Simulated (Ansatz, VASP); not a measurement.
**One calculation of Os, two programs**

```
CELL_PARAMETERS angstrom
1.95392 -4.12655 0.00000
1.95392 4.12655 0.00000
0.00000 0.00000 3.88826
ATOMIC_POSITIONS crystal
Os 0.15028 0.84972 0.99999
Os 0.65028 0.34972 0.50001
Os 0.84972 0.15028 0.00001
Os 0.34972 0.65028 0.49999
```

Alike in both runs: functional PBEsol; k mesh 6 × 6 × 4; occupations gaussian, width 0.1 eV; no spin polarisation.

Ansatz relaxed the structure, and its values are those at the end. VASP's run is a single point on that final structure, the one shown.

|  | VASP | Ansatz |
| --- | --- | --- |
| version | VASP 6.6.1 | Ansatz 0.2.0 |
| potentials or method | VASP PAW PBE potentials, release 64 (Os), cutoff 520 eV | scalar-relativistic, plane waves, PAW |
| valence electrons in the cell | 32 | 64 |

```tsv
	VASP	Ansatz	Ansatz less VASP
gap on the k mesh at the Fermi level (eV)	none	none	-
pressure (GPa)	0.5	0.2	-0.29
rms of the force components (eV/Å)	0.032	0.002	-0.0294
```

VASP's potentials were made for PBE, not for PBEsol. A gap of «none» marks a metal or a gap that the smearing closes. VASP's potentials hold 32 valence electrons a cell and Ansatz's 64, so a difference there can come from the potentials and not from the codes.

The k mesh is coarse, so the values compare programs but aren't converged. Spin-orbit coupling is off throughout.
